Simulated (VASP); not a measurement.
# Cd (Fm-3m) in VASP: notebook

Aim: see how the results for Cd move with the level of theory and the settings. Levels: PBE0, r2SCAN0. Tasks: single point.

All numbers are computed with VASP 6.6.1; they aren't measurements. Logs are shortened: lines on timing, memory, paths and dates and some standing lists are left out, and cuts for length are marked.

## (1) The cell of the first run

The structure is cubic, space group Fm-3m (No. 225). The conventional cell has a = 4.436 Å, b = 4.436 Å, c = 4.436 Å, α = 90.00°, β = 90.00°, γ = 90.00°. Within 4.1 Å of Cd (site symmetry m-3m) lie 12 Cd at 3.14 Å.

## (2) Single point, PBE0

POSCAR

```
Cd
1.0
    0.0000000000      2.2181497500      2.2181497500
    2.2181497500      0.0000000000      2.2181497500
    2.2181497500      2.2181497500      0.0000000000
Cd
1
Direct
    0.0000000000      0.0000000000      0.0000000000
```

INCAR.step1

```
SYSTEM = Cd
PREC = Accurate ; ENCUT = 520
EDIFF = 1E-5 ; ISMEAR = -1
SIGMA = 0.05 ; LREAL = .FALSE.
LASPH = .TRUE. ; NELM = 100
ALGO = Normal ; ISIF = 2
LWAVE = .TRUE. ; LCHARG = .FALSE.
GGA = PE ; NBANDS = 12
```

INCAR.step2

```
SYSTEM = Cd
PREC = Accurate ; ENCUT = 520
EDIFF = 1E-6 ; ISMEAR = -1
SIGMA = 0.05 ; LREAL = .FALSE.
LASPH = .TRUE. ; NELM = 100
ALGO = Normal ; ISIF = 2
LWAVE = .FALSE. ; LCHARG = .FALSE.
GGA = PE ; LHFCALC = .TRUE.
AEXX = 0.25 ; PRECFOCK = Normal
ISTART = 1 ; NBANDS = 12
```

KPOINTS

```
Automatic mesh
0
G
  6 6 6
  0 0 0
```

Potentials or basis: VASP PAW PBE potentials, release 64 (Cd).

The run is started by

```console
$ cat potpaw_PBE.64/Cd/POTCAR > POTCAR
$ cp INCAR.step1 INCAR
$ mpirun -np 1 vasp_std > vasp.out
$ cp INCAR.step2 INCAR
$ mpirun -np 1 vasp_std > vasp.out
```

OUTCAR:

```text
SYSTEM = Cd
   PREC = Accurate
   ENCUT = 520
   EDIFF = 1E-6
   ISMEAR = -1
   LREAL = .FALSE.
   LASPH = .TRUE.
   NELM = 100
   ISIF = 2
   GGA = PE
   LHFCALC = .TRUE.
   AEXX = 0.25
   PRECFOCK = Normal
   ISTART = 1

 ion  position               nearest neighbor table
   1  0.000  0.000  0.000-

  LATTYP: Found a face centered cubic cell.
 ALAT       =     4.4362995000

  Lattice vectors:

 A1 = (   0.0000000000,   2.2181497500,   2.2181497500)
 A2 = (   2.2181497500,   0.0000000000,   2.2181497500)
 A3 = (   2.2181497500,   2.2181497500,   0.0000000000)

Analysis of symmetry for initial positions (statically):
=====================================================================
 Subroutine PRICEL returns:
 Original cell was already a primitive cell.

 Routine SETGRP: Setting up the symmetry group for a
 face centered cubic supercell.

 Subroutine GETGRP returns: Found 48 space group operations
 (whereof 48 operations were pure point group operations)
 out of a pool of 48 trial point group operations.

The static configuration has the point symmetry O_h .

Analysis of symmetry for dynamics (positions and initial velocities):
=====================================================================
 Subroutine PRICEL returns:
 Original cell was already a primitive cell.

 Routine SETGRP: Setting up the symmetry group for a
 face centered cubic supercell.

 Subroutine GETGRP returns: Found 48 space group operations
 (whereof 48 operations were pure point group operations)
 out of a pool of 48 trial point group operations.

The dynamic configuration has the point symmetry O_h .

 Subroutine INISYM returns: Found 48 space group operations
 (whereof 48 operations are pure point group operations),
 and found     1 'primitive' translations

----------------------------------------------------------------------------------------

                                     Primitive cell

  volume of cell :      21.8274

  direct lattice vectors                    reciprocal lattice vectors
     0.000000000  2.218149750  2.218149750    -0.225413095  0.225413095  0.225413095
     2.218149750  0.000000000  2.218149750     0.225413095 -0.225413095  0.225413095
     2.218149750  2.218149750  0.000000000     0.225413095  0.225413095 -0.225413095

  length of vectors
[... 84 lines left out ...]
   EMIN   =  10.00;   EMAX   =-10.00  energy-range for DOS
   EFERMI =   0.00;   METHOD = LEGACY
   ISMEAR =    -1;   SIGMA  =   0.05  broadening in eV -4-tet -1-fermi 0-gaus
   EFERMI_NEDOS =   21; number of points for ismear=-14 and -15
   IALGO  =     38    algorithm
   IMIX   =      1    mixing-type and parameters
     AMIX     =   0.40;   BMIX     =  1.00
     AMIX_MAG =   1.60;   BMIX_MAG =  1.00
  volume/ion in A,a.u.               =      21.83       147.30
  Fermi-wavevector in a.u.,A,eV,Ry     =   1.341120  2.534350 24.471486  1.798604
  Thomas-Fermi vector in A             =   2.469379
   LORBIT       =      0    0 simple, 1 ext, 2 COOP (PROOUT), +10 PAW based schemes
   GGA     = PE    functional components
   LHFCALC =     T    Hartree Fock is set to
   PRECFOCK=normal    Normal, Fast or Accurate (Low or Medium for compatibility)
   ENCUT4O =  -1.0   cutoff for four orbital integrals eV
   NKREDX  =     1    reduce k-point grid by
   NKREDY  =     1    reduce k-point grid by
   NKREDZ  =     1    reduce k-point grid by
   AEXX    =    0.2500 exact exchange contribution
   HFSCREEN=    0.0000 screening length (either q_TF or 0.3 A-1)
   HFSCREENC=   0.0000 screening length for correlation (either q_TF or 0.3 A-1)
   ENCUTFOCK=  -1.0 apply spherical cutoff to Coloumb kernel
   IVDW    =     0    specifies the selected vdW correction
   LEPSILON=     F    determine dielectric tensor
   LRPA    =     F    only Hartree local field effects (RPA)
 non-spin polarized calculation
  energy-cutoff  :      520.00
  volume of cell :       21.83
 maximum number of plane-waves:       609
  NGX = 18; NGY = 18; NGZ = 18

 number of electron      12.0000003 magnetization

 Free energy of the ion-electron system (eV)
  ---------------------------------------------------
  ext. energy  EPLUGINS =         0.00000000
  ---------------------------------------------------
  free energy    TOTEN  =        -0.77124467 eV

  energy without entropy =       -0.76413223  energy(sigma->0) =       -0.76768845

 E-fermi :   3.0067     XC(G=0):  -8.6312

 val. band max:        2.6091502165   @ k =  -0.3333   0.3333   0.1667
 cond. band min:       3.0412950913   @ k =  -0.3333   0.3333   0.1667
 fundamental gap:      0.4321448748
 Fermi energy:         3.0067127899

 k-point     1 :       0.0000    0.0000    0.0000
  band No.  band energies     occupation
      1      -8.4580      2.00000
      2      -8.4580      2.00000
      3      -8.4580      2.00000
      4      -7.9854      2.00000
      5      -7.9854      2.00000
      6      -7.5923      2.00000
      7      17.8280      0.00000
      8      19.1754      0.00000
      9      19.1754      0.00000
     10      19.1754      0.00000
     11      22.4943      0.00000
     12      22.4943      0.00000
[... 211 lines left out ...]
 k-point    16 :      -0.3333    0.5000    0.1667
  band No.  band energies     occupation
      1      -8.8015      2.00000
      2      -8.7896      2.00000
      3      -8.0102      2.00000
      4      -7.8121      2.00000
      5      -7.4853      2.00000
      6       3.6721      0.00000
      7       5.3383      0.00000
      8       7.3599      0.00000
      9       8.0399      0.00000
     10      18.9883      0.00000
     11      19.7098      0.00000
     12      25.5761      0.00000

------------------------ aborting loop because EDIFF is reached ----------------------------------------

  FORCE on cell =-STRESS in cart. coord.  units (eV):
  Direction    XX          YY          ZZ          XY          YZ          ZX
  --------------------------------------------------------------------------------------
  -------------------------------------------------------------------------------------
  Total        0.4011537      0.4011537      0.4011537      0.0000000      0.0000000      0.0000000
  in kB       29.4454933     29.4454933     29.4454933      0.0000000      0.0000000      0.0000000
  external PRESSURE =      29.4454933 kB  Pullay stress =       0.0000000 kB

 VOLUME and BASIS-vectors are now :
 -----------------------------------------------------------------------------
  energy-cutoff  :      520.00
  volume of cell :       21.83
      direct lattice vectors                 reciprocal lattice vectors
     0.000000000  2.218149750  2.218149750    -0.225413095  0.225413095  0.225413095
     2.218149750  0.000000000  2.218149750     0.225413095 -0.225413095  0.225413095
     2.218149750  2.218149750  0.000000000     0.225413095  0.225413095 -0.225413095

 POSITION                                       TOTAL-FORCE (eV/Angst)
 -----------------------------------------------------------------------------------
      0.00000      0.00000      0.00000         0.000000      0.000000      0.000000
 -----------------------------------------------------------------------------------
    total drift:                               -0.000000     -0.000000      0.000000

  FREE ENERGIE OF THE ION-ELECTRON SYSTEM (eV)
  ---------------------------------------------------
  free  energy   TOTEN  =        -0.7712446687 eV

  energy  without entropy=       -0.7641322346  energy(sigma->0) =       -0.76768845
```

OUTCAR.step1:

```text
SYSTEM = Cd
   PREC = Accurate
   ENCUT = 520
   EDIFF = 1E-5
   ISMEAR = -1
   LREAL = .FALSE.
[... 446 lines left out ...]
 -----------------------------------------------------------------------------------
      0.00000      0.00000      0.00000         0.000000      0.000000     -0.000000
 -----------------------------------------------------------------------------------
    total drift:                               -0.000000     -0.000000     -0.000000

  FREE ENERGIE OF THE ION-ELECTRON SYSTEM (eV)
  ---------------------------------------------------
  free  energy   TOTEN  =        -0.6255751298 eV

  energy  without entropy=       -0.6162126027  energy(sigma->0) =       -0.62089387
```

OSZICAR.step1:

```text
N       E                     dE             d eps       ncg     rms          rms(c)
DAV:   1     0.677897238774E+02    0.67790E+02   -0.67082E+03   416   0.987E+02
DAV:   2     0.574271346816E+00   -0.67215E+02   -0.64713E+02   416   0.233E+02
DAV:   3    -0.667982551328E+00   -0.12423E+01   -0.12419E+01   436   0.355E+01
DAV:   4    -0.669541442204E+00   -0.15589E-02   -0.15589E-02   472   0.124E+00
DAV:   5    -0.669545345184E+00   -0.39030E-05   -0.39031E-05   428   0.614E-02    0.313E+00
DAV:   6    -0.627596676304E+00    0.41949E-01   -0.11333E-01   460   0.426E+00    0.248E+00
DAV:   7    -0.625458735682E+00    0.21379E-02   -0.10154E-02   436   0.106E+00    0.121E+00
DAV:   8    -0.625543734644E+00   -0.84999E-04   -0.12632E-03   444   0.482E-01    0.553E-02
DAV:   9    -0.625570045415E+00   -0.26311E-04   -0.10485E-05   440   0.304E-02    0.149E-02
DAV:  10    -0.625575129821E+00   -0.50844E-05   -0.38266E-06   248   0.218E-02
   1 F= -.62557513E+00 E0= -.62089387E+00  d E =-.936253E-02
```

Wall time 9.2 min (1 thread of Oxide Virtual Turin-like, shared host); peak memory 0.12 GiB.

What came out:

| Quantity | Value |
| --- | --- |
| Free energy | -0.7712 eV |
| Pressure | 2.9 GPa |
| Band gap on the k mesh | zero (band 6 reaches 3.67 eV, above the bottom of band 7 at 1.09 eV) |

Caveat: the k points lie up to 0.41 Å⁻¹ apart; the PAW data sets were made with another functional, which shifts forces and pressure a little.

## (3) Single point, r2SCAN0

POSCAR is that of step 2.

INCAR.step1

```
SYSTEM = Cd
ALGO = Normal
EDIFF = 1E-5
ENCUT = 520
GGA = PE
ISIF = 2
ISMEAR = -1
LASPH = .True.
LCHARG = .False.
LREAL = .False.
LWAVE = .True.
NBANDS = 12
NELM = 100
PREC = Accurate
SIGMA = 0.05
```

INCAR.step2

```
SYSTEM = Cd
AEXX = 0.25
ALGO = Normal
EDIFF = 1E-6
ENCUT = 520
ISIF = 2
ISMEAR = -1
ISTART = 1
LASPH = .True.
LCHARG = .False.
LHFCALC = .True.
LMIXTAU = .True.
LREAL = .False.
LWAVE = .False.
METAGGA = R2SCAN
NBANDS = 12
NELM = 100
PREC = Accurate
PRECFOCK = Normal
SIGMA = 0.05
```

KPOINTS

```
k-points
0
Gamma
  6 6 6
  0 0 0
```

Potentials or basis: VASP PAW PBE potentials, release 64 (Cd).

The run is started by

```console
$ cat potpaw_PBE.64/Cd/POTCAR > POTCAR
$ cp INCAR.step1 INCAR
$ mpirun -np 1 vasp_std > vasp.out
$ cp INCAR.step2 INCAR
$ mpirun -np 1 vasp_std > vasp.out
```

It took 16 min on 1 thread of Oxide Virtual Turin-like, shared host; peak memory 0.12 GiB.

It converged, with:

```yaml
Free_energy: -15.3478 eV
Pressure: 2.3 GPa
Band_gap_on_the_k_mesh: zero (band 6 reaches 3.62 eV, above the bottom of band 7 at 1.04 eV)
```

Levels at points of the mesh, in eV from the Fermi level:
| k point | band 2 | band 3 | band 4 | band 5 | band 6 | band 7 | band 8 | band 9 | band 10 | band 11 |
| --- | --- | --- | --- | --- | --- | --- | --- | --- | --- | --- |
| (0.00, 0.00, 0.00) | -11.79 | -11.79 | -11.31 | -11.31 | -10.86 | 15.18 | 16.67 | 16.67 | 16.67 | 19.98 |
| (0.50, 0.00, 0.00) | -11.78 | -11.78 | -10.90 | -10.90 | -3.22 | -1.95 | 14.20 | 14.20 | 14.33 | 17.91 |
| (0.50, 0.50, 0.00) | -12.36 | -10.93 | -10.80 | -10.80 | -1.54 | 1.93 | 7.90 | 7.90 | 12.07 | 12.56 |

Caveat: the k points lie up to 0.41 Å⁻¹ apart; the PAW data sets were made with another functional, which shifts forces and pressure a little.
